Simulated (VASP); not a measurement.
A run of VASP 6.6.1:

Contents of INCAR:

```
  ALGO = Normal
  EDIFF = 1E-6
  ENCUT = 520
  GGA = PE
  ISIF = 2
  ISMEAR = -1
  LASPH = T
  LCHARG = F
  LREAL = F
  LWAVE = F
  NBANDS = 9
  NELM = 80
  PREC = Accurate
  SIGMA = 0.08
```

KPOINTS

```
k-points
0
Gamma
  16 16 16
```

Contents of POSCAR:

```
S
1.0
    0.0000000000      1.4698558992      1.4698558992
    1.4698558992      0.0000000000      1.4698558992
    1.4698558992      1.4698558992      0.0000000000
S
1
Direct
    0.0000000000      0.0000000000      0.0000000000
```

Potentials or basis: VASP PAW PBE potentials, release 64 (S).

Command:

```sh
$ cat potpaw_PBE.64/S/POTCAR > POTCAR
$ mpirun -np 1 vasp_std > vasp.out
```

Hardware: 1 thread of Intel Xeon 6975P-C, on a shared host.

Task: Estimate the wall time of this run.

Result: Wall time 3.2 s on 1 thread of Intel Xeon 6975P-C, with other jobs on the host, peak memory 0.11 GiB. Counts: scf iterations 10, k points 145.
